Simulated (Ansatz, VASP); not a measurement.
# One calculation of HfC, two programs

```
Hf C
1.0
     0.00000    2.32575    2.32575
     2.32575    0.00000    2.32575
     2.32575    2.32575    0.00000
Hf C
1 1
Cartesian
  2.3257 2.3257 2.3257
  0.0000 0.0000 0.0000
```

Alike in both runs: functional PBE; k mesh 16 × 16 × 16; occupations gaussian, width 0.1 eV; no spin polarisation.

Ansatz relaxed the structure, and its values are those at the end. VASP's run is a single point on that final structure, the one shown.

```csv
,VASP,Ansatz
version,VASP 6.6.1,Ansatz 0.2.0
potentials or method,"VASP PAW PBE potentials, release 64 (Hf_pv, C), cutoff 520 eV","scalar-relativistic, plane waves, PAW"
valence electrons in the cell,14,30
```

Ansatz gave:

* gap on the k mesh at the Fermi level (eV): none
* pressure (GPa): 0.0

Q: Estimate VASP's values.

A: gap on the k mesh at the Fermi level (eV): none; pressure (GPa): -0.7.

A gap of «none» marks a metal or a gap that the smearing closes. VASP's potentials hold 14 valence electrons a cell and Ansatz's 30, so a difference there can come from the potentials and not from the codes.

Neither program's run includes spin-orbit coupling.
